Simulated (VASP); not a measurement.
# Tl (P6_3/mmc) in VASP: further runs

Tl is run at these levels: LDA; tasks: single point.

Everything below comes from runs of VASP 6.6.1. Logs are shortened: lines on timing, memory, paths and dates and some standing lists are left out, and cuts for length are marked.

### 1 The cell of the first run

The structure is hexagonal, space group P6_3/mmc (No. 194). The conventional cell has a = 3.387 Å, b = 3.387 Å, c = 5.485 Å, α = 90.00°, β = 90.00°, γ = 120.00°. Tl (site symmetry -6m2) has 12 Tl at 3.37 to 3.39 Å within 4.4 Å.

### 2 Single point, LDA

The input, INCAR:

```
SYSTEM = Tl
PREC = Accurate
ENCUT = 520
EDIFF = 1E-7
ISMEAR = -1
SIGMA = 0.05
LREAL = .False.
LASPH = .True.
NELM = 60
ALGO = Normal
ISIF = 2
LWAVE = .False.
LCHARG = .False.
GGA = CA
NBANDS = 20
```

The input, KPOINTS:

```
regular mesh
0
Gamma
  14 14 8
  0 0 0
```

The input, POSCAR:

```
Tl
1.0
    3.3869275407      0.0000000000      0.0000000000
   -1.6934637703      2.9331652910      0.0000000000
    0.0000000000      0.0000000000      5.4846573638
Tl
2
Direct
    0.3333333333      0.6666666667      0.2500000000
    0.6666666667      0.3333333333      0.7500000000
```

Potentials or basis: VASP PAW LDA potentials, release 64 (Tl_d).

Run with:

```console
$ cat potpaw_LDA.64/Tl_d/POTCAR > POTCAR
$ mpirun -np 1 vasp_std > vasp.out
```

OUTCAR:

```text
SYSTEM = Tl
   PREC = Accurate
   ENCUT = 520
   EDIFF = 1E-7
   ISMEAR = -1
   LREAL = .False.
   LASPH = .True.
   NELM = 60
   ISIF = 2
   GGA = CA

 ion  position               nearest neighbor table
   1  0.333  0.667  0.250-   2 3.37   2 3.37   2 3.37   2 3.37   2 3.37   2 3.37
   2  0.667  0.333  0.750-   1 3.37   1 3.37   1 3.37   1 3.37   1 3.37   1 3.37

  LATTYP: Found a hexagonal cell.
 ALAT       =     3.3869275407
 C/A-ratio  =     1.6193607031

  Lattice vectors:

 A1 = (   3.3869275407,   0.0000000000,   0.0000000000)
 A2 = (  -1.6934637703,   2.9331652910,   0.0000000000)
 A3 = (   0.0000000000,   0.0000000000,   5.4846573638)

Analysis of symmetry for initial positions (statically):
=====================================================================
 Subroutine PRICEL returns:
 Original cell was already a primitive cell.

 Routine SETGRP: Setting up the symmetry group for a
 hexagonal supercell.

 Subroutine GETGRP returns: Found 24 space group operations
 (whereof 12 operations were pure point group operations)
 out of a pool of 24 trial point group operations.

The static configuration has the point symmetry D_3d.
 The point group associated with its full space group is D_6h.

Analysis of symmetry for dynamics (positions and initial velocities):
=====================================================================
 Subroutine PRICEL returns:
 Original cell was already a primitive cell.

 Routine SETGRP: Setting up the symmetry group for a
 hexagonal supercell.

 Subroutine GETGRP returns: Found 24 space group operations
 (whereof 12 operations were pure point group operations)
 out of a pool of 24 trial point group operations.

The dynamic configuration has the point symmetry D_3d.
 The point group associated with its full space group is D_6h.

 Subroutine INISYM returns: Found 24 space group operations
 (whereof 12 operations are pure point group operations),
 and found     1 'primitive' translations

----------------------------------------------------------------------------------------

                                     Primitive cell

  volume of cell :      54.4869

  direct lattice vectors                    reciprocal lattice vectors
     3.386927541  0.000000000  0.000000000     0.295252847  0.170464311  0.000000000
    -1.693463770  2.933165291  0.000000000     0.000000000  0.340928622  0.000000000
     0.000000000  0.000000000  5.484657364     0.000000000  0.000000000  0.182326795

  length of vectors
     3.386927541  3.386927541  5.484657364     0.340928622  0.340928622  0.182326795

  position of ions in fractional coordinates (direct lattice)
     0.333333333  0.666666667  0.250000000
     0.666666667  0.333333333  0.750000000

  ion indices of the primitive-cell ions
   primitive index   ion index
                 1           1
                 2           2

----------------------------------------------------------------------------------------

 KPOINTS: regular mesh

Automatic generation of k-mesh.
 Grid dimensions read from file:
 generate k-points for:   14   14    8

 Generating k-lattice:

  Cartesian coordinates                     Fractional coordinates (reciprocal lattice)
     0.021089489  0.012176022  0.000000000     0.071428571 -0.000000000  0.000000000
     0.000000000  0.024352044  0.000000000     0.000000000  0.071428571  0.000000000
     0.000000000  0.000000000  0.022790849     0.000000000  0.000000000  0.125000000

  Length of vectors
     0.024352044  0.024352044  0.022790849

  Shift w.r.t. Gamma in fractional coordinates (k-lattice)
     0.000000000  0.000000000  0.000000000

 Subroutine IBZKPT returns following result:
 ===========================================

 Found    120 irreducible k-points:

 Following reciprocal coordinates:
            Coordinates               Weight
  0.000000  0.000000  0.000000      1.000000
  0.071429  0.000000  0.000000      6.000000
  0.142857  0.000000  0.000000      6.000000
  0.214286  0.000000  0.000000      6.000000
  0.285714  0.000000  0.000000      6.000000
  0.357143  0.000000  0.000000      6.000000
[... 16 lines left out ...]
  0.285714  0.285714  0.000000      6.000000
  0.357143  0.285714  0.000000      6.000000
 [... further k-points ...]
   k-points           NKPTS =    120   k-points in BZ     NKDIM =    120   number of bands    NBANDS=     20
   number of dos      NEDOS =    301   number of ions     NIONS =      2
   total plane-waves  NPLWV =  32928
   dimension x,y,z NGX =    28 NGY =   28 NGZ =   42
   dimension x,y,z NGXF=    56 NGYF=   56 NGZF=   84
   ions per type =               2
   NGX,Y,Z   is equivalent  to a cutoff of  13.74, 13.74, 12.73 a.u.
   NGXF,Y,Z  is equivalent  to a cutoff of  27.49, 27.49, 25.46 a.u.
 SYSTEM =  Tl
   PREC   = accura    normal or accurate (medium, high low for compatibility)
   ISTART =      0    job   : 0-new  1-cont  2-samecut
   ICHARG =      2    charge: 1-file 2-atom 10-const
   ISPIN  =      1    spin polarized calculation?
   LNONCOLLINEAR =      F non collinear calculations
   LSORBIT =      F    spin-orbit coupling
   LASPH  =      T    aspherical Exc in radial PAW
   ENCUT  =  520.0 eV  38.22 Ry    6.18 a.u.   6.30  6.30 10.20*2*pi/ulx,y,z
   NELM   =     60;   NELMIN=  2; NELMDL= -5     # of ELM steps
   EDIFF  = 0.1E-06   stopping-criterion for ELM
   LREAL  =      F    real-space projection
   EDIFFG = 0.1E-05   stopping-criterion for IOM
   NSW    =      0    number of steps for IOM
   IBRION =     -1    ionic relax: 0-MD 1-quasi-New 2-CG
   NFREE  =      0    steps in history (QN), initial steepest desc. (CG)
   ISIF   =      2    stress and relaxation
   ISYM   =      2    0-nonsym 1-usesym 2-fastsym
   POTIM  = 0.5000    time-step for ionic-motion
   TEBEG  =    0.0;   TEEND  =   0.0 temperature during run
   PSTRESS=    0.0 pullay stress
   NELECT =      26.0000    total number of electrons
   NUPDOWN=      -1.0000    fix difference up-down
   EMIN   =  10.00;   EMAX   =-10.00  energy-range for DOS
   EFERMI =   0.00;   METHOD = LEGACY
   ISMEAR =    -1;   SIGMA  =   0.05  broadening in eV -4-tet -1-fermi 0-gaus
   EFERMI_NEDOS =   21; number of points for ismear=-14 and -15
   IALGO  =     38    algorithm
   IMIX   =      4    mixing-type and parameters
     AMIX     =   0.40;   BMIX     =  1.00
     AMIX_MAG =   1.60;   BMIX_MAG =  1.00
  volume/ion in A,a.u.               =      27.24       183.85
  Fermi-wavevector in a.u.,A,eV,Ry     =   1.279289  2.417505 22.267024  1.636580
  Thomas-Fermi vector in A             =   2.411783
   LORBIT       =      0    0 simple, 1 ext, 2 COOP (PROOUT), +10 PAW based schemes
   GGA     = CA    functional components
   LHFCALC =     F    Hartree Fock is set to
   AEXX    =    0.0000 exact exchange contribution
   IVDW    =     0    specifies the selected vdW correction
   LEPSILON=     F    determine dielectric tensor
   LRPA    =     F    only Hartree local field effects (RPA)
 non-spin polarized calculation
  energy-cutoff  :      520.00
  volume of cell :       54.49
 maximum number of plane-waves:      1484
 NGX is ok and might be reduce to    28
   NGX = 13   NGY = 13   NGZ = 21

 number of electron      25.9999997 magnetization

 Free energy of the ion-electron system (eV)
  ---------------------------------------------------
  ext. energy  EPLUGINS =         0.00000000
  ---------------------------------------------------
  free energy    TOTEN  =        -5.86527899 eV

  energy without entropy =       -5.85729544  energy(sigma->0) =       -5.86128722

 E-fermi :   6.8588     XC(G=0): -10.7467

 val. band max:        6.8400937242   @ k =   0.1429   0.0714   0.2500
 cond. band min:       6.8725245109   @ k =   0.2143   0.2143   0.0000
 fundamental gap:      0.0324307867
 Fermi energy:         6.8587594817

 k-point     1 :       0.0000    0.0000    0.0000
  band No.  band energies     occupation
      1      -5.0684      2.00000
      2      -4.7987      2.00000
      3      -4.7615      2.00000
      4      -4.7615      2.00000
      5      -4.7021      2.00000
      6      -4.7021      2.00000
[... 12 lines left out ...]
     19      17.7500      0.00000
     20      18.0741      0.00000

 k-point     2 :       0.0714    0.0000    0.0000
  band No.  band energies     occupation
      1      -5.0458      2.00000
      2      -4.8187      2.00000
      3      -4.7363      2.00000
      4      -4.7358      2.00000
      5      -4.7050      2.00000
      6      -4.6781      2.00000
[... 12 lines left out ...]
     19      18.1043      0.00000
     20      18.5572      0.00000

 k-point     3 :       0.1429    0.0000    0.0000
  band No.  band energies     occupation
      1      -5.0057      2.00000
      2      -4.8385      2.00000
      3      -4.7291      2.00000
      4      -4.6703      2.00000
      5      -4.6696      2.00000
      6      -4.6632      2.00000
[... 12 lines left out ...]
     19      17.7992      0.00000
     20      18.8572      0.00000

 k-point     4 :       0.2143    0.0000    0.0000
  band No.  band energies     occupation
      1      -5.0207      2.00000
      2      -4.8228      2.00000
      3      -4.7453      2.00000
      4      -4.7351      2.00000
      5      -4.6915      2.00000
      6      -4.5864      2.00000
[... 12 lines left out ...]
     19      17.2601      0.00000
     20      18.4375      0.00000

 k-point     5 :       0.2857    0.0000    0.0000
  band No.  band energies     occupation
      1      -5.0775      2.00000
      2      -4.8529      2.00000
      3      -4.8386      2.00000
      4      -4.7339      2.00000
      5      -4.6752      2.00000
      6      -4.4858      2.00000
[... 12 lines left out ...]
     19      16.5109      0.00000
     20      17.7408      0.00000
[... 353 lines left out ...]
      6      -4.5602      2.00000
[... 12 lines left out ...]
     19      14.5511      0.00000
     20      19.8647      0.00000

 k-point    22 :       0.3571    0.2143    0.0000
  band No.  band energies     occupation
      1      -5.0393      2.00000
      2      -4.9592      2.00000
      3      -4.7923      2.00000
      4      -4.7567      2.00000
      5      -4.6202      2.00000
      6      -4.5357      2.00000
[... 12 lines left out ...]
     19      14.2928      0.00000
     20      19.7538      0.00000

 k-point    23 :       0.2857    0.2857    0.0000
  band No.  band energies     occupation
      1      -5.0433      2.00000
      2      -4.8346      2.00000
      3      -4.8337      2.00000
      4      -4.7426      2.00000
      5      -4.6326      2.00000
      6      -4.5464      2.00000
[... 12 lines left out ...]
     19      13.8532      0.00000
     20      21.8236      0.00000

 k-point    24 :       0.3571    0.2857    0.0000
  band No.  band energies     occupation
      1      -5.0569      2.00000
      2      -4.8351      2.00000
      3      -4.7670      2.00000
      4      -4.7192      2.00000
      5      -4.6637      2.00000
      6      -4.6015      2.00000
[... 12 lines left out ...]
     19      13.6281      0.00000
     20      21.7870      0.00000

 [... further k-points ...]
[... 5 lines left out ...]
  --------------------------------------------------------------------------------------
  -------------------------------------------------------------------------------------
  Total        0.0219069      0.0219069      0.0226284      0.0000000      0.0000000      0.0000000
  in kB        0.6441690      0.6441690      0.6653836      0.0000000      0.0000000      0.0000000
  external PRESSURE =       0.6512405 kB  Pullay stress =       0.0000000 kB

 VOLUME and BASIS-vectors are now :
 -----------------------------------------------------------------------------
  energy-cutoff  :      520.00
  volume of cell :       54.49
      direct lattice vectors                 reciprocal lattice vectors
     3.386927541  0.000000000  0.000000000     0.295252847  0.170464311  0.000000000
    -1.693463770  2.933165291  0.000000000     0.000000000  0.340928622  0.000000000
     0.000000000  0.000000000  5.484657364     0.000000000  0.000000000  0.182326795

 POSITION                                       TOTAL-FORCE (eV/Angst)
 -----------------------------------------------------------------------------------
     -0.00000      1.95544      1.37116        -0.000000      0.000000      0.000000
      1.69346      0.97772      4.11349         0.000000     -0.000000      0.000000
 -----------------------------------------------------------------------------------
    total drift:                               -0.000000      0.000000     -0.000000

  FREE ENERGIE OF THE ION-ELECTRON SYSTEM (eV)
  ---------------------------------------------------
  free  energy   TOTEN  =        -5.8652789942 eV

  energy  without entropy=       -5.8572954431  energy(sigma->0) =       -5.86128722
```

Run time: 38 s. Hardware: 1 thread of Intel Xeon 6975P-C (Granite Rapids), shared host; peak memory 0.22 GiB.

Results:

- Free energy: -5.8653 eV
- Pressure: 0.1 GPa
- Band gap on the k mesh: zero (band 13 reaches 10.32 eV, above the bottom of band 14 at 4.36 eV)

Caveat: spin-orbit coupling is left out, which moves the levels of the heavy elements.

(Continued in part 2 of 2.)
